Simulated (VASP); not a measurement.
Write the native input for VASP 6.6.1 that does the following.

```
Task                   : single point
Functional             : PBEsol
Potentials or basis    : VASP PAW PBE potentials, release 64 (Ni, O)
Cutoff                 : 600 eV
k mesh                 : 9 × 9 × 9
Occupations            : gaussian, width 0.05 eV
Spin                   : collinear spin, ferromagnetic start
Starting moments       : [2.0, 2.0, 0.0, 0.0] μB
Fixed moment           : 4 μB
Dipole correction      : no
Further INCAR settings : ALGO = Normal; EDIFF = 1e-06; NBANDS = 28
```

The structure of NiO lies in POSCAR:

```
NiO
1.0
    0.0000000000      2.0913095100      2.0913095100
    2.0913095100      0.0000000000      2.0913095100
    4.1826190200      4.1826190200      0.0000000000
Ni O
2 2
Direct
    0.0000000000      0.0000000000      0.0000000000
    0.0000000000      0.0000000000      0.5000000000
    0.5000000000      0.5000000000      0.2500000000
    0.5000000000      0.5000000000      0.7500000000
```

The input as run:

INCAR

```
PREC = Accurate ; ENCUT = 600
EDIFF = 1E-6 ; ISMEAR = 0
SIGMA = 0.05 ; LREAL = False
LASPH = True ; NELM = 200
ALGO = Normal ; ISIF = 2
LWAVE = False ; LCHARG = False
ISPIN = 2 ; MAGMOM = 2 2 0 0
LORBIT = 11 ; NUPDOWN = 4.0
LMAXMIX = 4 ; GGA = PS
NBANDS = 28 ; GGA_COMPAT = False
```

KPOINTS

```
Automatic mesh
0
Gamma
  9 9 9
```

Potentials or basis: VASP PAW PBE potentials, release 64 (Ni, O).

Run with:

```bash
$ cat potpaw_PBE.64/Ni/POTCAR potpaw_PBE.64/O/POTCAR > POTCAR
$ mpirun -np 1 vasp_std > vasp.out
```

It gave:

| Property | Result |
| --- | --- |
| Pressure | -3.4 GPa |
| Net moment | 4.00 μB per cell |
| Site moments | Ni +1.59; O +0.36 μB |
| Valence electrons inside the program's atomic spheres | Ni 8.98; O 4.96 |

Caveat: the cell stands under tension; the PAW data sets were made with another functional, which shifts forces and pressure a little; the total moment is fixed, so each spin has its own Fermi level and the state may be an excited one.

Run time: 4.5 min on 1 thread of Oxide Virtual Turin-like Processor (shared host), peak memory 0.26 GiB.
